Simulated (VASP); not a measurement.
A run of VASP 6.6.1:

The input POSCAR:

```
AlNi
1.0
    1.8999201200     -1.9141263470      0.0000000000
    1.8999201200      1.9141263470      0.0000000000
    0.0000000000      0.0000000000      3.0994300413
Al Ni
1 1
Direct
    0.0000000000      0.0000000000      0.0000000000
    0.5000000000      0.5000000000      0.5000000000
```

File INCAR.step1:

```
SYSTEM = AlNi
PREC = Accurate
ENCUT = 520
ISMEAR = 0
SIGMA = 0.15
LREAL = .False.
LASPH = .True.
NELM = 60
NBANDS = 14
GGA = PE
ALGO = Normal
EDIFF = 1E-4
LWAVE = .True.
LCHARG = .False.
```

INCAR.step2

```
SYSTEM = AlNi
PREC = Accurate
ENCUT = 520
EDIFF = 1E-6
ISMEAR = 0
SIGMA = 0.15
LREAL = .False.
LASPH = .True.
NELM = 60
ALGO = Normal
ISIF = 2
LWAVE = .False.
LCHARG = .False.
METAGGA = R2SCAN
LMIXTAU = .True.
NBANDS = 14
ISTART = 1
```

KPOINTS

```
regular mesh
0
Gamma
  18 18 16
  0 0 0
```

Potentials or basis: VASP PAW PBE potentials, release 64 (Al, Ni).

The run is started by

```console
$ cat potpaw_PBE.64/Al/POTCAR potpaw_PBE.64/Ni/POTCAR > POTCAR
$ cp INCAR.step1 INCAR
$ mpirun -np 1 vasp_std > vasp.out
$ cp INCAR.step2 INCAR
$ mpirun -np 1 vasp_std > vasp.out
```

Hardware: 1 thread of AMD EPYC 7R13 Processor (Zen 3), with other jobs on the host.

Task: How long does it take, and how much memory?

Result: Run time: 8.8 min on 1 thread of AMD EPYC 7R13 Processor (Zen 3), on a shared host, peak memory 0.33 GiB. Counts: k points 819.
